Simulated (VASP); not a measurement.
# PbO2 (P4_2/mnm) in VASP: single point with PBE+D3(BJ)

Aim: the single point of PbO2 with PBE+D3(BJ).

Everything below comes from runs of VASP 6.6.1. Logs are shortened: lines on timing, memory, paths and dates and some standing lists are left out, and cuts for length are marked.

## 1. The cell of the first run

The structure is tetragonal, space group P4_2/mnm (No. 136). The conventional cell has a = 5.030 Å, b = 5.030 Å, c = 3.440 Å, α = 90.00°, β = 90.00°, γ = 90.00°. Within 2.9 Å of Pb (site symmetry mmm) lie 6 O at 2.19 to 2.20 Å. Within 2.9 Å of O (site symmetry m2m) lie 3 Pb at 2.19 to 2.20 Å and 1 O at 2.74 Å.

## 2. Single point, PBE+D3(BJ)

INCAR

```
SYSTEM = PbO2
  PREC = Accurate
  ENCUT = 520
  EDIFF = 1E-7
  ISMEAR = 0
  SIGMA = 0.01
  LREAL = .False.
  LASPH = .True.
  NELM = 100
  ALGO = Normal
  ISIF = 2
  LWAVE = .False.
  LCHARG = .False.
  GGA = PE
  IVDW = 12
  NBANDS = 35
```

KPOINTS

```
regular mesh
0
Gamma
  8 8 10
  0 0 0
```

POSCAR

```
PbO2
1.0
    5.0301227667      0.0000000000      0.0000000000
    0.0000000000      5.0301227667      0.0000000000
    0.0000000000      0.0000000000      3.4395400094
Pb O
2 4
Direct
    0.0000000000      0.0000000000      0.0000000000
    0.5000000000      0.5000000000      0.5000000000
    0.3075204948      0.3075204948      0.0000000000
    0.1924795052      0.8075204948      0.5000000000
    0.8075204948      0.1924795052      0.5000000000
    0.6924795052      0.6924795052      0.0000000000
```

Potentials or basis: VASP PAW PBE potentials, release 64 (Pb_d, O).

On the command line:

```console
$ cat potpaw_PBE.64/Pb_d/POTCAR potpaw_PBE.64/O/POTCAR > POTCAR
$ mpirun -np 1 vasp_std > vasp.out
```

OUTCAR:

```text
SYSTEM = PbO2
   PREC = Accurate
   ENCUT = 520
   EDIFF = 1E-7
   ISMEAR = 0
   LREAL = .False.
   LASPH = .True.
   NELM = 100
   ISIF = 2
   GGA = PE
   IVDW = 12
 IVDW          = 12

 ion  position               nearest neighbor table
   1  0.000  0.000  0.000-   3 2.19   6 2.19   5 2.20   4 2.20   4 2.20   5 2.20   2 3.95   2 3.95
                             2 3.95   2 3.95   2 3.95   2 3.95   2 3.95   2 3.95
   2  0.500  0.500  0.500-   4 2.19   5 2.19   3 2.20   6 2.20   3 2.20   6 2.20   1 3.95   1 3.95
                             1 3.95   1 3.95   1 3.95   1 3.95   1 3.95   1 3.95
   3  0.308  0.308  0.000-   1 2.19   2 2.20   2 2.20
   4  0.192  0.808  0.500-   2 2.19   1 2.20   1 2.20
   5  0.808  0.192  0.500-   2 2.19   1 2.20   1 2.20
   6  0.692  0.692  0.000-   1 2.19   2 2.20   2 2.20

  LATTYP: Found a simple tetragonal cell.
 ALAT       =     5.0301227667
 C/A-ratio  =     0.6837884817

  Lattice vectors:

 A1 = (   5.0301227667,   0.0000000000,   0.0000000000)
 A2 = (   0.0000000000,   5.0301227667,   0.0000000000)
 A3 = (   0.0000000000,   0.0000000000,   3.4395400094)

Analysis of symmetry for initial positions (statically):
=====================================================================
 Subroutine PRICEL returns:
 Original cell was already a primitive cell.

 Routine SETGRP: Setting up the symmetry group for a
 simple tetragonal supercell.

 Subroutine GETGRP returns: Found 16 space group operations
 (whereof  8 operations were pure point group operations)
 out of a pool of 16 trial point group operations.

The static configuration has the point symmetry D_2h.
 The point group associated with its full space group is D_4h.

Analysis of symmetry for dynamics (positions and initial velocities):
=====================================================================
 Subroutine PRICEL returns:
 Original cell was already a primitive cell.

 Routine SETGRP: Setting up the symmetry group for a
 simple tetragonal supercell.

 Subroutine GETGRP returns: Found 16 space group operations
 (whereof  8 operations were pure point group operations)
 out of a pool of 16 trial point group operations.

The dynamic configuration has the point symmetry D_2h.
 The point group associated with its full space group is D_4h.

 Subroutine INISYM returns: Found 16 space group operations
 (whereof  8 operations are pure point group operations),
 and found     1 'primitive' translations

----------------------------------------------------------------------------------------

                                     Primitive cell

  volume of cell :      87.0277

  direct lattice vectors                    reciprocal lattice vectors
     5.030122767  0.000000000  0.000000000     0.198802305  0.000000000  0.000000000
     0.000000000  5.030122767  0.000000000     0.000000000  0.198802305  0.000000000
     0.000000000  0.000000000  3.439540009     0.000000000  0.000000000  0.290736551

  length of vectors
     5.030122767  5.030122767  3.439540009     0.198802305  0.198802305  0.290736551

  position of ions in fractional coordinates (direct lattice)
     0.000000000  0.000000000  0.000000000
     0.500000000  0.500000000  0.500000000
     0.307520495  0.307520495  0.000000000
     0.192479505  0.807520495  0.500000000
     0.807520495  0.192479505  0.500000000
     0.692479505  0.692479505  0.000000000

  ion indices of the primitive-cell ions
   primitive index   ion index
                 1           1
                 2           2
                 3           3
                 4           4
                 5           5
                 6           6

----------------------------------------------------------------------------------------

 KPOINTS: regular mesh

Automatic generation of k-mesh.
 Grid dimensions read from file:
 generate k-points for:    8    8   10

 Generating k-lattice:

  Cartesian coordinates                     Fractional coordinates (reciprocal lattice)
     0.024850288  0.000000000  0.000000000     0.125000000  0.000000000  0.000000000
     0.000000000  0.024850288  0.000000000     0.000000000  0.125000000  0.000000000
     0.000000000  0.000000000  0.029073655     0.000000000  0.000000000  0.100000000

  Length of vectors
     0.024850288  0.024850288  0.029073655

  Shift w.r.t. Gamma in fractional coordinates (k-lattice)
     0.000000000  0.000000000  0.000000000

 Subroutine IBZKPT returns following result:
 ===========================================

 Found     90 irreducible k-points:

 Following reciprocal coordinates:
            Coordinates               Weight
  0.000000  0.000000  0.000000      1.000000
  0.125000  0.000000  0.000000      4.000000
  0.250000  0.000000  0.000000      4.000000
  0.375000  0.000000  0.000000      4.000000
  0.500000  0.000000  0.000000      2.000000
  0.125000  0.125000  0.000000      4.000000
[... 16 lines left out ...]
  0.375000  0.125000  0.100000     16.000000
  0.500000  0.125000  0.100000      8.000000
 [... further k-points ...]
   k-points           NKPTS =     90   k-points in BZ     NKDIM =     90   number of bands    NBANDS=     35
   number of dos      NEDOS =    301   number of ions     NIONS =      6
   total plane-waves  NPLWV =  44800
   dimension x,y,z NGX =    40 NGY =   40 NGZ =   28
   dimension x,y,z NGXF=    80 NGYF=   80 NGZF=   56
   ions per type =               2   4
   NGX,Y,Z   is equivalent  to a cutoff of  13.22, 13.22, 13.53 a.u.
   NGXF,Y,Z  is equivalent  to a cutoff of  26.44, 26.44, 27.07 a.u.
 SYSTEM =  PbO2
   PREC   = accura    normal or accurate (medium, high low for compatibility)
   ISTART =      0    job   : 0-new  1-cont  2-samecut
   ICHARG =      2    charge: 1-file 2-atom 10-const
   ISPIN  =      1    spin polarized calculation?
   LNONCOLLINEAR =      F non collinear calculations
   LSORBIT =      F    spin-orbit coupling
   LASPH  =      T    aspherical Exc in radial PAW
   ENCUT  =  520.0 eV  38.22 Ry    6.18 a.u.   9.35  9.35  6.40*2*pi/ulx,y,z
   NELM   =    100;   NELMIN=  2; NELMDL= -5     # of ELM steps
   EDIFF  = 0.1E-06   stopping-criterion for ELM
   LREAL  =      F    real-space projection
   EDIFFG = 0.1E-05   stopping-criterion for IOM
   NSW    =      0    number of steps for IOM
   IBRION =     -1    ionic relax: 0-MD 1-quasi-New 2-CG
   NFREE  =      0    steps in history (QN), initial steepest desc. (CG)
   ISIF   =      2    stress and relaxation
   ISYM   =      2    0-nonsym 1-usesym 2-fastsym
   POTIM  = 0.5000    time-step for ionic-motion
   TEBEG  =    0.0;   TEEND  =   0.0 temperature during run
   PSTRESS=    0.0 pullay stress
   NELECT =      52.0000    total number of electrons
   NUPDOWN=      -1.0000    fix difference up-down
   EMIN   =  10.00;   EMAX   =-10.00  energy-range for DOS
   EFERMI =   0.00;   METHOD = LEGACY
   ISMEAR =     0;   SIGMA  =   0.01  broadening in eV -4-tet -1-fermi 0-gaus
   EFERMI_NEDOS =   21; number of points for ismear=-14 and -15
   IALGO  =     38    algorithm
   IMIX   =      4    mixing-type and parameters
     AMIX     =   0.40;   BMIX     =  1.00
     AMIX_MAG =   1.60;   BMIX_MAG =  1.00
  volume/ion in A,a.u.               =      14.50        97.88
  Fermi-wavevector in a.u.,A,eV,Ry     =   1.378870  2.605687 25.868532  1.901283
  Thomas-Fermi vector in A             =   2.503892
   LORBIT       =      0    0 simple, 1 ext, 2 COOP (PROOUT), +10 PAW based schemes
   GGA     = PE    functional components
   LHFCALC =     F    Hartree Fock is set to
   AEXX    =    0.0000 exact exchange contribution
   IVDW    =    12    specifies the selected vdW correction
   LEPSILON=     F    determine dielectric tensor
   LRPA    =     F    only Hartree local field effects (RPA)
 non-spin polarized calculation
 Gauss-broadening in eV      SIGMA  =   0.01
  energy-cutoff  :      520.00
  volume of cell :       87.03
 maximum number of plane-waves:      2401
 NGX is ok and might be reduce to    40
   NGX = 19   NGY = 19   NGZ = 13

 number of electron      51.9999997 magnetization

 Free energy of the ion-electron system (eV)
  ---------------------------------------------------
  ext. energy  EPLUGINS =         0.00000000
  ---------------------------------------------------
  free energy    TOTEN  =       -31.84964817 eV

  energy without entropy =      -31.84964794  energy(sigma->0) =      -31.84964805

 E-fermi :   3.9568     XC(G=0): -10.4869

 val. band max:        3.9316473847   @ k =   0.1250   0.1250   0.0000
 cond. band min:       3.9795630898   @ k =   0.0000   0.0000   0.1000
 fundamental gap:      0.0479157051
 Fermi energy:         3.9568204995

 k-point     1 :       0.0000    0.0000    0.0000
  band No.  band energies     occupation
      1     -14.1425      2.00000
      2     -14.0790      2.00000
      3     -12.4804      2.00000
      4     -12.4804      2.00000
      5     -11.5675      2.00000
      6     -11.3950      2.00000
[... 27 lines left out ...]
     34      14.7510      0.00000
     35      15.6811      0.00000

 k-point     2 :       0.1250    0.0000    0.0000
  band No.  band energies     occupation
      1     -14.1038      2.00000
      2     -14.0533      2.00000
      3     -12.6339      2.00000
      4     -12.5639      2.00000
      5     -11.4024      2.00000
      6     -11.3705      2.00000
[... 27 lines left out ...]
     34      14.9927      0.00000
     35      15.6875      0.00000

 k-point     3 :       0.2500    0.0000    0.0000
  band No.  band energies     occupation
      1     -13.9957      2.00000
      2     -13.9794      2.00000
      3     -12.9095      2.00000
      4     -12.7723      2.00000
      5     -11.3530      2.00000
      6     -11.3527      2.00000
[... 27 lines left out ...]
     34      15.5433      0.00000
     35      15.7364      0.00000

 k-point     4 :       0.3750    0.0000    0.0000
  band No.  band energies     occupation
      1     -13.8721      2.00000
      2     -13.8546      2.00000
      3     -13.1399      2.00000
      4     -13.0208      2.00000
      5     -11.3479      2.00000
      6     -11.3476      2.00000
[... 27 lines left out ...]
     34      15.8702      0.00000
     35      15.9968      0.00000

 k-point     5 :       0.5000    0.0000    0.0000
  band No.  band energies     occupation
      1     -13.7915      2.00000
      2     -13.7915      2.00000
      3     -13.1940      2.00000
      4     -13.1940      2.00000
      5     -11.3455      2.00000
      6     -11.3455      2.00000
[... 638 lines left out ...]
 k-point    22 :       0.2500    0.1250    0.1000
  band No.  band energies     occupation
      1     -14.0053      2.00000
      2     -13.8064      2.00000
      3     -13.1845      2.00000
      4     -12.7904      2.00000
      5     -11.3964      2.00000
      6     -11.3322      2.00000
[... 27 lines left out ...]
     34      15.5271      0.00000
     35      15.7501      0.00000

 k-point    23 :       0.3750    0.1250    0.1000
  band No.  band energies     occupation
      1     -13.9146      2.00000
      2     -13.7153      2.00000
      3     -13.3038      2.00000
      4     -12.9763      2.00000
      5     -11.3533      2.00000
      6     -11.3171      2.00000
[... 27 lines left out ...]
     34      15.6819      0.00000
     35      15.8519      0.00000

 k-point    24 :       0.5000    0.1250    0.1000
  band No.  band energies     occupation
      1     -13.7900      2.00000
      2     -13.7900      2.00000
      3     -13.1894      2.00000
      4     -13.1894      2.00000
      5     -11.3256      2.00000
      6     -11.3256      2.00000
[... 27 lines left out ...]
     34      15.3043      0.00000
     35      16.0150      0.00000

 [... further k-points ...]

------------------------ aborting loop because EDIFF is reached ----------------------------------------

 Edisp (eV)   -1.24237

 E8    (eV) :    -0.5283

  FORCE on cell =-STRESS in cart. coord.  units (eV):
  Direction    XX          YY          ZZ          XY          YZ          ZX
  --------------------------------------------------------------------------------------
  -------------------------------------------------------------------------------------
  Total       0.09225     0.09225     0.19446     0.00000     0.00000     0.00000
  in kB       1.69833     1.69833     3.57999     0.00000     0.00000     0.00000
  external pressure =        2.33 kB  Pullay stress =        0.00 kB

 VOLUME and BASIS-vectors are now :
 -----------------------------------------------------------------------------
  energy-cutoff  :      520.00
  volume of cell :       87.03
      direct lattice vectors                 reciprocal lattice vectors
     5.030122767  0.000000000  0.000000000     0.198802305  0.000000000  0.000000000
     0.000000000  5.030122767  0.000000000     0.000000000  0.198802305  0.000000000
     0.000000000  0.000000000  3.439540009     0.000000000  0.000000000  0.290736551

 POSITION                                       TOTAL-FORCE (eV/Angst)
 -----------------------------------------------------------------------------------
      0.00000      0.00000      0.00000         0.000000     -0.000000      0.000000
      2.51506      2.51506      1.71977         0.000000     -0.000000      0.000000
      1.54687      1.54687      0.00000        -0.006149     -0.006149      0.000000
      0.96820      4.06193      1.71977         0.006149     -0.006149      0.000000
      4.06193      0.96820      1.71977        -0.006149      0.006149      0.000000
      3.48326      3.48326      0.00000         0.006149      0.006149      0.000000
 -----------------------------------------------------------------------------------
    total drift:                                0.000000      0.000000     -0.000000

  FREE ENERGIE OF THE ION-ELECTRON SYSTEM (eV)
  ---------------------------------------------------
  free  energy   TOTEN  =       -33.0920187365 eV

  energy  without entropy=      -33.0920185098  energy(sigma->0) =      -33.09201862
```

It took 1.8 min on 1 thread of Intel Xeon 6975P-C (Granite Rapids), shared host; peak memory 0.35 GiB.

What came out:

- Free energy: -33.0920 eV
- Pressure: 0.2 GPa
- Largest force: 0.009 eV/Å
- Band gap on the k mesh: 0.05 eV (least direct gap 0.07 eV)
- Dispersion energy per atom: -0.207 eV

Forces on the atoms (eV/Å):
```
Pb   0.000  0.000  0.000
Pb   0.000  0.000  0.000
O   -0.006 -0.006  0.000
O    0.006 -0.006  0.000
O   -0.006  0.006  0.000
O    0.006  0.006  0.000
```

Caveat: spin-orbit coupling is left out, which moves the levels of the heavy elements.
